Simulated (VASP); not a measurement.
# Ba (Im-3m) in VASP: a series of runs, part 2 of 4

VASP 6.6.1.

## 4. Single point, PBE (volume scaled by 1.03)

INCAR reads:

```
ALGO = Normal
EDIFF = 1E-7
ENCUT = 520
GGA = PE
ISIF = 2
ISMEAR = 0
LASPH = T
LCHARG = T
LELF = T
LREAL = F
LVHAR = T
LWAVE = F
NBANDS = 11
NELM = 100
PREC = Accurate
SIGMA = 0.1
```

KPOINTS reads:

```
k-points
0
Gamma
  12 12 12
```

POSCAR reads:

```
Ba
1.0
   -2.5313184457      2.5313184457      2.5313184457
    2.5313184457     -2.5313184457      2.5313184457
    2.5313184457      2.5313184457     -2.5313184457
Ba
1
Direct
    0.0000000000      0.0000000000      0.0000000000
```

Potentials or basis: VASP PAW PBE potentials, release 64 (Ba_sv).

Started as:

```bash
cat potpaw_PBE.64/Ba_sv/POTCAR > POTCAR
mpirun -np 1 vasp_std > vasp.out
```

OUTCAR:

```text
EDIFF = 1E-7
   ENCUT = 520
   GGA = PE
   ISIF = 2
   ISMEAR = 0
   LASPH = T
   LREAL = F
   NELM = 100
   PREC = Accurate

 ion  position               nearest neighbor table
   1  0.000  0.000  0.000-

  LATTYP: Found a body centered cubic cell.
 ALAT       =     5.0626368914

  Lattice vectors:

 A1 = (  -2.5313184457,   2.5313184457,   2.5313184457)
 A2 = (   2.5313184457,  -2.5313184457,   2.5313184457)
 A3 = (   2.5313184457,   2.5313184457,  -2.5313184457)

Analysis of symmetry for initial positions (statically):
=====================================================================
 Subroutine PRICEL returns:
 Original cell was already a primitive cell.

 Routine SETGRP: Setting up the symmetry group for a
 body centered cubic supercell.

 Subroutine GETGRP returns: Found 48 space group operations
 (whereof 48 operations were pure point group operations)
 out of a pool of 48 trial point group operations.

The static configuration has the point symmetry O_h .

Analysis of symmetry for dynamics (positions and initial velocities):
=====================================================================
 Subroutine PRICEL returns:
 Original cell was already a primitive cell.

 Routine SETGRP: Setting up the symmetry group for a
 body centered cubic supercell.

 Subroutine GETGRP returns: Found 48 space group operations
 (whereof 48 operations were pure point group operations)
 out of a pool of 48 trial point group operations.

The dynamic configuration has the point symmetry O_h .

 Subroutine INISYM returns: Found 48 space group operations
 (whereof 48 operations are pure point group operations),
 and found     1 'primitive' translations

----------------------------------------------------------------------------------------

                                     Primitive cell

  volume of cell :      64.8784

  direct lattice vectors                    reciprocal lattice vectors
    -2.531318446  2.531318446  2.531318446     0.000000000  0.197525523  0.197525523
     2.531318446 -2.531318446  2.531318446     0.197525523  0.000000000  0.197525523
     2.531318446  2.531318446 -2.531318446     0.197525523  0.197525523  0.000000000

  length of vectors
     4.384372158  4.384372158  4.384372158     0.279343274  0.279343274  0.279343274

  position of ions in fractional coordinates (direct lattice)
     0.000000000  0.000000000  0.000000000

  ion indices of the primitive-cell ions
   primitive index   ion index
                 1           1

----------------------------------------------------------------------------------------

 KPOINTS: k-points

Automatic generation of k-mesh.
 Grid dimensions read from file:
 generate k-points for:   12   12   12

 Generating k-lattice:

  Cartesian coordinates                     Fractional coordinates (reciprocal lattice)
     0.000000000  0.016460460  0.016460460     0.083333333  0.000000000  0.000000000
     0.016460460  0.000000000  0.016460460     0.000000000  0.083333333  0.000000000
     0.016460460  0.016460460  0.000000000     0.000000000  0.000000000  0.083333333

  Length of vectors
     0.023278606  0.023278606  0.023278606

  Shift w.r.t. Gamma in fractional coordinates (k-lattice)
     0.000000000  0.000000000  0.000000000

 Subroutine IBZKPT returns following result:
 ===========================================

 Found     72 irreducible k-points:

 Following reciprocal coordinates:
            Coordinates               Weight
  0.000000  0.000000  0.000000      1.000000
  0.083333  0.000000  0.000000     12.000000
  0.166667  0.000000  0.000000     12.000000
  0.250000  0.000000  0.000000     12.000000
  0.333333  0.000000  0.000000     12.000000
  0.416667  0.000000  0.000000     12.000000
[... 16 lines left out ...]
  0.333333  0.083333  0.083333     24.000000
  0.416667  0.083333  0.083333     12.000000
 [... further k-points ...]
   k-points           NKPTS =     72   k-points in BZ     NKDIM =     72   number of bands    NBANDS=     11
   number of dos      NEDOS =    301   number of ions     NIONS =      1
   total plane-waves  NPLWV =  46656
   dimension x,y,z NGX =    36 NGY =   36 NGZ =   36
   dimension x,y,z NGXF=    72 NGYF=   72 NGZF=   72
   ions per type =               1
   NGX,Y,Z   is equivalent  to a cutoff of  13.65, 13.65, 13.65 a.u.
   NGXF,Y,Z  is equivalent  to a cutoff of  27.30, 27.30, 27.30 a.u.
 SYSTEM =  unknown system
   PREC   = accura    normal or accurate (medium, high low for compatibility)
   ISTART =      0    job   : 0-new  1-cont  2-samecut
   ICHARG =      2    charge: 1-file 2-atom 10-const
   ISPIN  =      1    spin polarized calculation?
   LNONCOLLINEAR =      F non collinear calculations
   LSORBIT =      F    spin-orbit coupling
   LASPH  =      T    aspherical Exc in radial PAW
   ENCUT  =  520.0 eV  38.22 Ry    6.18 a.u.   8.15  8.15  8.15*2*pi/ulx,y,z
   NELM   =    100;   NELMIN=  2; NELMDL= -5     # of ELM steps
   EDIFF  = 0.1E-06   stopping-criterion for ELM
   LREAL  =      F    real-space projection
   EDIFFG = 0.1E-05   stopping-criterion for IOM
   NSW    =      0    number of steps for IOM
   IBRION =     -1    ionic relax: 0-MD 1-quasi-New 2-CG
   NFREE  =      0    steps in history (QN), initial steepest desc. (CG)
   ISIF   =      2    stress and relaxation
   ISYM   =      2    0-nonsym 1-usesym 2-fastsym
   POTIM  = 0.5000    time-step for ionic-motion
   TEBEG  =    0.0;   TEEND  =   0.0 temperature during run
   PSTRESS=    0.0 pullay stress
   NELECT =      10.0000    total number of electrons
   NUPDOWN=      -1.0000    fix difference up-down
   EMIN   =  10.00;   EMAX   =-10.00  energy-range for DOS
   EFERMI =   0.00;   METHOD = LEGACY
   ISMEAR =     0;   SIGMA  =   0.10  broadening in eV -4-tet -1-fermi 0-gaus
   EFERMI_NEDOS =   21; number of points for ismear=-14 and -15
   IALGO  =     38    algorithm
   IMIX   =      4    mixing-type and parameters
     AMIX     =   0.40;   BMIX     =  1.00
     AMIX_MAG =   1.60;   BMIX_MAG =  1.00
  volume/ion in A,a.u.               =      64.88       437.82
  Fermi-wavevector in a.u.,A,eV,Ry     =   0.877758  1.658722 10.482729  0.770459
  Thomas-Fermi vector in A             =   1.997751
   LORBIT       =      0    0 simple, 1 ext, 2 COOP (PROOUT), +10 PAW based schemes
   GGA     = PE    functional components
   LHFCALC =     F    Hartree Fock is set to
   AEXX    =    0.0000 exact exchange contribution
   IVDW    =     0    specifies the selected vdW correction
   LEPSILON=     F    determine dielectric tensor
   LRPA    =     F    only Hartree local field effects (RPA)
 non-spin polarized calculation
 Gauss-broadening in eV      SIGMA  =   0.10
  energy-cutoff  :      520.00
  volume of cell :       64.88
 maximum number of plane-waves:      1766
 NGX is ok and might be reduce to    36
   NGX = 17   NGY = 17   NGZ = 17

 number of electron      10.0000000 magnetization

 Free energy of the ion-electron system (eV)
  ---------------------------------------------------
  ext. energy  EPLUGINS =         0.00000000
  ---------------------------------------------------
  free energy    TOTEN  =        -1.91032075 eV

  energy without entropy =       -1.90417145  energy(sigma->0) =       -1.90724610

 E-fermi :   1.5465     XC(G=0):  -7.3161

 val. band max:        1.5392072919   @ k =  -0.4167   0.5000   0.2500
 cond. band min:       1.5822370584   @ k =  -0.4167  -0.4167   0.1667
 fundamental gap:      0.0430297665
 Fermi energy:         1.5465338691

 k-point     1 :       0.0000    0.0000    0.0000
  band No.  band energies     occupation
      1     -27.3855      2.00000
      2     -12.3505      2.00000
      3     -12.3505      2.00000
      4     -12.3505      2.00000
      5      -1.1846      2.00000
      6       3.3473      0.00000
      7       3.3473      0.00000
      8       3.3473      0.00000
      9       4.7099      0.00000
     10       4.7099      0.00000
     11       8.3999      0.00000
[... 309 lines left out ...]
 k-point    24 :       0.4167    0.0833    0.0833
  band No.  band energies     occupation
      1     -27.3469      2.00000
      2     -12.7403      2.00000
      3     -12.5043      2.00000
      4     -12.3805      2.00000
      5       0.9406      2.00000
      6       2.1540      0.00000
      7       2.5603      0.00000
      8       4.7910      0.00000
      9       5.2567      0.00000
     10       6.8809      0.00000
     11       7.0171      0.00000

 [... further k-points ...]

------------------------ aborting loop because EDIFF is reached ----------------------------------------

  FORCE on cell =-STRESS in cart. coord.  units (eV):
  Direction    XX          YY          ZZ          XY          YZ          ZX
  --------------------------------------------------------------------------------------
  -------------------------------------------------------------------------------------
  Total       -0.0672506     -0.0672506     -0.0672506     -0.0000000     -0.0000000     -0.0000000
  in kB       -1.6607586     -1.6607586     -1.6607586     -0.0000000     -0.0000000     -0.0000000
  external PRESSURE =      -1.6607586 kB  Pullay stress =       0.0000000 kB

 VOLUME and BASIS-vectors are now :
 -----------------------------------------------------------------------------
  energy-cutoff  :      520.00
  volume of cell :       64.88
      direct lattice vectors                 reciprocal lattice vectors
    -2.531318446  2.531318446  2.531318446     0.000000000  0.197525523  0.197525523
     2.531318446 -2.531318446  2.531318446     0.197525523  0.000000000  0.197525523
     2.531318446  2.531318446 -2.531318446     0.197525523  0.197525523  0.000000000

 POSITION                                       TOTAL-FORCE (eV/Angst)
 -----------------------------------------------------------------------------------
      0.00000      0.00000      0.00000         0.000000      0.000000      0.000000
 -----------------------------------------------------------------------------------
    total drift:                               -0.000000      0.000000      0.000000

  FREE ENERGIE OF THE ION-ELECTRON SYSTEM (eV)
  ---------------------------------------------------
  free  energy   TOTEN  =        -1.9103207468 eV

  energy  without entropy=       -1.9041714498  energy(sigma->0) =       -1.90724610
```

OSZICAR:

```text
N       E                     dE             d eps       ncg     rms          rms(c)
DAV:   1     0.581875180271E+02    0.58188E+02   -0.42111E+03  1584   0.746E+02
DAV:   2     0.111005689422E+01   -0.57077E+02   -0.55465E+02  1952   0.135E+02
DAV:   3    -0.182197170378E+01   -0.29320E+01   -0.29157E+01  2008   0.325E+01
DAV:   4    -0.190682348338E+01   -0.84852E-01   -0.84739E-01  2103   0.526E+00
DAV:   5    -0.190916607170E+01   -0.23426E-02   -0.23423E-02  2129   0.696E-01    0.157E+00
DAV:   6    -0.190933215480E+01   -0.16608E-03   -0.34525E-03  1973   0.535E-01    0.935E-01
DAV:   7    -0.191012682391E+01   -0.79467E-03   -0.64265E-03  1802   0.853E-01    0.437E-02
DAV:   8    -0.191031061863E+01   -0.18379E-03   -0.33201E-04  2384   0.112E-01    0.324E-02
DAV:   9    -0.191031894117E+01   -0.83225E-05   -0.70117E-06  2012   0.245E-02    0.605E-03
DAV:  10    -0.191032074413E+01   -0.18030E-05   -0.52166E-06  1902   0.145E-02    0.145E-03
DAV:  11    -0.191032074678E+01   -0.26545E-08   -0.69226E-07  2226   0.644E-03
   1 F= -.19103207E+01 E0= -.19072461E+01  d E =-.614930E-02
```

stdout:

```text
POSCAR found type information on POSCAR Ba
 POSCAR found :  1 types and       1 ions
 scaLAPACK will be used
 LDA part: xc-table for (Slater+PW92), standard interpolation
 POSCAR, INCAR and KPOINTS ok, starting setup
 FFT: planning ... GRIDC
 FFT: planning ... GRID_SOFT
 FFT: planning ... GRID
 WAVECAR not read
 entering main loop
```

It took 32 s on 1 thread of Intel Xeon Platinum 8375C at 2.90GHz (Ice Lake), shared host; peak memory 0.22 GiB.

Results:

* Free energy: -1.9103 eV
* Pressure: -0.2 GPa
* Band gap on the k mesh: zero (band 5 reaches 2.05 eV, above the bottom of band 6 at 1.05 eV)

Levels at points of the mesh, in eV from the Fermi level:
| k point | band 2 | band 3 | band 4 | band 5 | band 6 | band 7 | band 8 | band 9 |
| --- | --- | --- | --- | --- | --- | --- | --- | --- |
| (0.00, 0.00, 0.00) | -13.90 | -13.90 | -13.90 | -2.73 | 1.80 | 1.80 | 1.80 | 3.16 |
| (0.50, 0.00, 0.00) | -14.31 | -14.03 | -13.90 | -0.87 | 0.70 | 1.17 | 3.12 | 3.69 |
| (0.50, 0.50, 0.50) | -14.19 | -14.19 | -14.19 | -0.50 | -0.50 | 4.22 | 4.22 | 4.22 |

Caveat: spin-orbit coupling is left out, which moves the levels of the heavy elements.

(Part 2 of 4 ends here.)
